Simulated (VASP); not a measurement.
# MnO (Fm-3m) in VASP: further runs

MnO is run at these levels: PBEsol, PBE; tasks: single point.

Everything below comes from runs of VASP 6.6.1. Logs are shortened: lines on timing, memory, paths and dates and some standing lists are left out, and cuts for length are marked.

### 1 The cell of the first run

Symmetry: Fm-3m, No. 225, cubic system. The conventional cell has a = 4.357 Å, b = 4.357 Å, c = 4.357 Å, α = 90.00°, β = 90.00°, γ = 90.00°. Within 2.9 Å of Mn (site symmetry m-3m) lie 6 O at 2.18 Å. Within 2.9 Å of O (site symmetry m-3m) lie 6 Mn at 2.18 Å.

### 2 Single point, PBEsol, collinear spin, ferromagnetic start (volume scaled by 0.94)

File INCAR:

```
SYSTEM = MnO
  PREC = Accurate
  ENCUT = 520
  EDIFF = 1E-7
  ISMEAR = -1
  SIGMA = 0.05
  LREAL = .False.
  LASPH = .True.
  NELM = 150
  ALGO = Normal
  ISIF = 2
  LWAVE = .False.
  LCHARG = .False.
  ISPIN = 2
  MAGMOM = 4 0
  LORBIT = 11
  LMAXMIX = 4
  GGA = PS
  NBANDS = 20
```

File KPOINTS:

```
regular mesh
0
Gamma
  10 10 10
  0 0 0
```

File POSCAR:

```
MnO
1.0
    0.0000000000      2.1785090927      2.1785090927
    2.1785090927      0.0000000000      2.1785090927
    2.1785090927      2.1785090927      0.0000000000
Mn O
1 1
Direct
    0.0000000000      0.0000000000      0.0000000000
    0.5000000000      0.5000000000      0.5000000000
```

Potentials or basis: VASP PAW PBE potentials, release 64 (Mn_pv, O).

The run is started by

```bash
$ cat potpaw_PBE.64/Mn_pv/POTCAR potpaw_PBE.64/O/POTCAR > POTCAR
$ mpirun -np 1 vasp_std > vasp.out
```

OUTCAR:

```text
SYSTEM = MnO
   PREC = Accurate
   ENCUT = 520
   EDIFF = 1E-7
   ISMEAR = -1
   LREAL = .False.
   LASPH = .True.
   NELM = 150
   ISIF = 2
   ISPIN = 2
   LORBIT = 11
   GGA = PS

 ion  position               nearest neighbor table
   1  0.000  0.000  0.000-   2 2.18   2 2.18   2 2.18   2 2.18   2 2.18   2 2.18
   2  0.500  0.500  0.500-   1 2.18   1 2.18   1 2.18   1 2.18   1 2.18   1 2.18

  LATTYP: Found a face centered cubic cell.
 ALAT       =     4.3570181854

  Lattice vectors:

 A1 = (   0.0000000000,   2.1785090927,   2.1785090927)
 A2 = (   2.1785090927,   0.0000000000,   2.1785090927)
 A3 = (   2.1785090927,   2.1785090927,   0.0000000000)

Analysis of symmetry for initial positions (statically):
=====================================================================
 Subroutine PRICEL returns:
 Original cell was already a primitive cell.

 Routine SETGRP: Setting up the symmetry group for a
 face centered cubic supercell.

 Subroutine GETGRP returns: Found 48 space group operations
 (whereof 48 operations were pure point group operations)
 out of a pool of 48 trial point group operations.

The static configuration has the point symmetry O_h .

Analysis of symmetry for dynamics (positions and initial velocities):
=====================================================================
 Subroutine PRICEL returns:
 Original cell was already a primitive cell.

 Routine SETGRP: Setting up the symmetry group for a
 face centered cubic supercell.

 Subroutine GETGRP returns: Found 48 space group operations
 (whereof 48 operations were pure point group operations)
 out of a pool of 48 trial point group operations.

The dynamic configuration has the point symmetry O_h .

Analysis of structural, dynamic, and magnetic symmetry:
=====================================================================
 Subroutine PRICEL returns:
 Original cell was already a primitive cell.

 Routine SETGRP: Setting up the symmetry group for a
 face centered cubic supercell.

 Subroutine GETGRP returns: Found 48 space group operations
 (whereof 48 operations were pure point group operations)
 out of a pool of 48 trial point group operations.

The overall configuration has the point symmetry O_h .

 Subroutine INISYM returns: Found 48 space group operations
 (whereof 48 operations are pure point group operations),
 and found     1 'primitive' translations

----------------------------------------------------------------------------------------

                                     Primitive cell

  volume of cell :      20.6780

  direct lattice vectors                    reciprocal lattice vectors
     0.000000000  2.178509093  2.178509093    -0.229514764  0.229514764  0.229514764
     2.178509093  0.000000000  2.178509093     0.229514764 -0.229514764  0.229514764
     2.178509093  2.178509093  0.000000000     0.229514764  0.229514764 -0.229514764

  length of vectors
     3.080877105  3.080877105  3.080877105     0.397531232  0.397531232  0.397531232

  position of ions in fractional coordinates (direct lattice)
     0.000000000  0.000000000  0.000000000
     0.500000000  0.500000000  0.500000000

  ion indices of the primitive-cell ions
   primitive index   ion index
                 1           1
                 2           2

----------------------------------------------------------------------------------------

 KPOINTS: regular mesh

Automatic generation of k-mesh.
 Grid dimensions read from file:
 generate k-points for:   10   10   10

 Generating k-lattice:

  Cartesian coordinates                     Fractional coordinates (reciprocal lattice)
    -0.022951476  0.022951476  0.022951476     0.100000000  0.000000000  0.000000000
     0.022951476 -0.022951476  0.022951476     0.000000000  0.100000000  0.000000000
     0.022951476  0.022951476 -0.022951476     0.000000000  0.000000000  0.100000000

  Length of vectors
     0.039753123  0.039753123  0.039753123

  Shift w.r.t. Gamma in fractional coordinates (k-lattice)
     0.000000000  0.000000000  0.000000000

 Subroutine IBZKPT returns following result:
 ===========================================

 Found     47 irreducible k-points:

 Following reciprocal coordinates:
            Coordinates               Weight
  0.000000  0.000000  0.000000      1.000000
  0.100000  0.000000  0.000000      8.000000
  0.200000  0.000000  0.000000      8.000000
  0.300000  0.000000  0.000000      8.000000
  0.400000  0.000000  0.000000      8.000000
  0.500000  0.000000  0.000000      4.000000
[... 16 lines left out ...]
  0.300000  0.300000  0.000000      6.000000
  0.400000  0.300000  0.000000     24.000000
 [... further k-points ...]
   k-points           NKPTS =     47   k-points in BZ     NKDIM =     47   number of bands    NBANDS=     20
   number of dos      NEDOS =    301   number of ions     NIONS =      2
   total plane-waves  NPLWV =  13824
   dimension x,y,z NGX =    24 NGY =   24 NGZ =   24
   dimension x,y,z NGXF=    48 NGYF=   48 NGZF=   48
   ions per type =               1   1
   NGX,Y,Z   is equivalent  to a cutoff of  12.95, 12.95, 12.95 a.u.
   NGXF,Y,Z  is equivalent  to a cutoff of  25.90, 25.90, 25.90 a.u.
 SYSTEM =  MnO
   PREC   = accura    normal or accurate (medium, high low for compatibility)
   ISTART =      0    job   : 0-new  1-cont  2-samecut
   ICHARG =      2    charge: 1-file 2-atom 10-const
   ISPIN  =      2    spin polarized calculation?
   LNONCOLLINEAR =      F non collinear calculations
   LSORBIT =      F    spin-orbit coupling
   LASPH  =      T    aspherical Exc in radial PAW
   ENCUT  =  520.0 eV  38.22 Ry    6.18 a.u.   5.73  5.73  5.73*2*pi/ulx,y,z
   NELM   =    150;   NELMIN=  2; NELMDL= -5     # of ELM steps
   EDIFF  = 0.1E-06   stopping-criterion for ELM
   LREAL  =      F    real-space projection
   EDIFFG = 0.1E-05   stopping-criterion for IOM
   NSW    =      0    number of steps for IOM
   IBRION =     -1    ionic relax: 0-MD 1-quasi-New 2-CG
   NFREE  =      0    steps in history (QN), initial steepest desc. (CG)
   ISIF   =      2    stress and relaxation
   ISYM   =      2    0-nonsym 1-usesym 2-fastsym
   POTIM  = 0.5000    time-step for ionic-motion
   TEBEG  =    0.0;   TEEND  =   0.0 temperature during run
   PSTRESS=    0.0 pullay stress
   NELECT =      19.0000    total number of electrons
   NUPDOWN=      -1.0000    fix difference up-down
   EMIN   =  10.00;   EMAX   =-10.00  energy-range for DOS
   EFERMI =   0.00;   METHOD = LEGACY
   ISMEAR =    -1;   SIGMA  =   0.05  broadening in eV -4-tet -1-fermi 0-gaus
   EFERMI_NEDOS =   21; number of points for ismear=-14 and -15
   IALGO  =     38    algorithm
   IMIX   =      4    mixing-type and parameters
     AMIX     =   0.40;   BMIX     =  1.00
     AMIX_MAG =   1.60;   BMIX_MAG =  1.00
  volume/ion in A,a.u.               =      10.34        69.77
  Fermi-wavevector in a.u.,A,eV,Ry     =   1.591561  3.007614 34.464466  2.533067
  Thomas-Fermi vector in A             =   2.690082
   LORBIT       =     11    0 simple, 1 ext, 2 COOP (PROOUT), +10 PAW based schemes
   GGA     = PS    functional components
   LHFCALC =     F    Hartree Fock is set to
   AEXX    =    0.0000 exact exchange contribution
   IVDW    =     0    specifies the selected vdW correction
   LEPSILON=     F    determine dielectric tensor
   LRPA    =     F    only Hartree local field effects (RPA)
 spin polarized calculation
  energy-cutoff  :      520.00
  volume of cell :       20.68
 maximum number of plane-waves:       568
   NGX = 11   NGY = 11   NGZ = 11

 number of electron      19.0000009 magnetization       4.5309817

 Free energy of the ion-electron system (eV)
  ---------------------------------------------------
  ext. energy  EPLUGINS =         0.00000000
  ---------------------------------------------------
  free energy    TOTEN  =       -17.25184773 eV

  energy without entropy =      -17.24167579  energy(sigma->0) =      -17.24676176

 E-fermi :   8.2001     XC(G=0): -12.4650

 val. band max:        8.1422561818   @ k =  -0.4000   0.4000   0.1000
 cond. band min:       8.2156405185   @ k =  -0.4000   0.2000   0.1000
 fundamental gap:      0.0733843367
 Fermi energy:         8.2001102806

 spin component 1

 k-point     1 :       0.0000    0.0000    0.0000
  band No.  band energies     occupation
      1     -41.9909      1.00000
      2     -41.9909      1.00000
      3     -41.9909      1.00000
      4     -12.6240      1.00000
      5       4.0670      1.00000
      6       4.0670      1.00000
[... 12 lines left out ...]
     19      28.8889      0.00000
     20      28.8889      0.00000
[... 507 lines left out ...]
 k-point    24 :       0.4000    0.3000    0.0000
  band No.  band energies     occupation
      1     -42.0530      1.00000
      2     -42.0170      1.00000
      3     -42.0146      1.00000
      4     -11.6814      1.00000
      5       0.4579      1.00000
      6       2.4821      1.00000
[... 12 lines left out ...]
     19      33.8186      0.00000
     20      35.3438      0.00000

 [... further k-points ...]

 spin component 2

 k-point     1 :       0.0000    0.0000    0.0000
  band No.  band energies     occupation
      1     -37.5764      1.00000
      2     -37.5764      1.00000
      3     -37.5764      1.00000
      4     -12.1774      1.00000
      5       4.4650      1.00000
      6       4.4650      1.00000
[... 12 lines left out ...]
     19      31.0461      0.00000
     20      31.0461      0.00000
[... 507 lines left out ...]
 k-point    24 :       0.4000    0.3000    0.0000
  band No.  band energies     occupation
      1     -37.6534      1.00000
      2     -37.6083      1.00000
      3     -37.6052      1.00000
      4     -11.2564      1.00000
      5       1.2274      1.00000
      6       3.2406      1.00000
[... 12 lines left out ...]
     19      34.8661      0.00000
     20      36.3451      0.00000

 [... further k-points ...]

------------------------ aborting loop because EDIFF is reached ----------------------------------------

  FORCE on cell =-STRESS in cart. coord.  units (eV):
  Direction    XX          YY          ZZ          XY          YZ          ZX
  --------------------------------------------------------------------------------------
  -------------------------------------------------------------------------------------
  Total       -0.2137659     -0.2137659     -0.2137659      0.0000000      0.0000000     -0.0000000
  in kB      -16.5630751    -16.5630751    -16.5630751      0.0000000      0.0000000     -0.0000000
  external PRESSURE =     -16.5630751 kB  Pullay stress =       0.0000000 kB

 VOLUME and BASIS-vectors are now :
 -----------------------------------------------------------------------------
  energy-cutoff  :      520.00
  volume of cell :       20.68
      direct lattice vectors                 reciprocal lattice vectors
     0.000000000  2.178509093  2.178509093    -0.229514764  0.229514764  0.229514764
     2.178509093  0.000000000  2.178509093     0.229514764 -0.229514764  0.229514764
     2.178509093  2.178509093  0.000000000     0.229514764  0.229514764 -0.229514764

 POSITION                                       TOTAL-FORCE (eV/Angst)
 -----------------------------------------------------------------------------------
      0.00000      0.00000      0.00000         0.000000      0.000000      0.000000
      2.17851      2.17851      2.17851        -0.000000     -0.000000     -0.000000
 -----------------------------------------------------------------------------------
    total drift:                                0.000000     -0.000000     -0.000000

  FREE ENERGIE OF THE ION-ELECTRON SYSTEM (eV)
  ---------------------------------------------------
  free  energy   TOTEN  =       -17.2518477254 eV

  energy  without entropy=      -17.2416757936  energy(sigma->0) =      -17.24676176

 total charge

# of ion       s       p       d       tot
------------------------------------------
    1        0.215   6.200   5.014  11.429
    2        1.558   3.410   0.000   4.968
--------------------------------------------------
tot          1.773   9.610   5.014  16.397

 magnetization (x)

# of ion       s       p       d       tot
------------------------------------------
    1        0.032   0.026   4.082   4.140
    2        0.031   0.148   0.000   0.180
--------------------------------------------------
tot          0.063   0.175   4.082   4.319
```

Run time: 27 s. Hardware: 1 thread of Intel Xeon 6975P-C, shared host; peak memory 0.17 GiB.

Results:

| Quantity | Value |
| --- | --- |
| Free energy | -17.2518 eV |
| Pressure | -1.7 GPa |
| Net moment | 4.53 μB per cell |
| Site moments | Mn +4.14; O +0.18 μB |
| Valence electrons inside the program's atomic spheres | Mn 11.43; O 4.97 |

Levels at points of the mesh, in eV from the Fermi level:
Spin up:
```
           k point  band 10  band 11  band 12  band 13  band 14  band 15
(0.00, 0.00, 0.00)    -3.30    -2.73    -2.73    -0.35    13.94    16.67
(0.50, 0.00, 0.00)    -1.83     0.36     0.36     3.45     8.15    12.11
(0.50, 0.50, 0.00)    -1.96    -1.96    -1.78     5.33     8.01    10.60
```
Spin down:
| k point | band 3 | band 4 | band 5 | band 6 | band 7 | band 8 | band 9 | band 10 | band 11 | band 12 |
| --- | --- | --- | --- | --- | --- | --- | --- | --- | --- | --- |
| (0.00, 0.00, 0.00) | -45.78 | -20.38 | -3.74 | -3.74 | -3.74 | 0.42 | 0.42 | 0.42 | 0.85 | 1.12 |
| (0.50, 0.00, 0.00) | -45.79 | -19.27 | -8.03 | -5.38 | -5.38 | 1.75 | 1.79 | 1.79 | 3.64 | 3.64 |
| (0.50, 0.50, 0.00) | -45.81 | -19.33 | -6.99 | -4.77 | -4.77 | -1.32 | 1.77 | 2.09 | 2.26 | 2.26 |

Caveat: the PAW data sets were made with another functional, which shifts forces and pressure a little; a cell with one magnetic atom can't hold antiferromagnetic order, which such compounds often take; semilocal functionals often make such compounds metallic where correlation or magnetic order opens a gap, which also shifts bond lengths.

(Continued in part 2 of 2.)
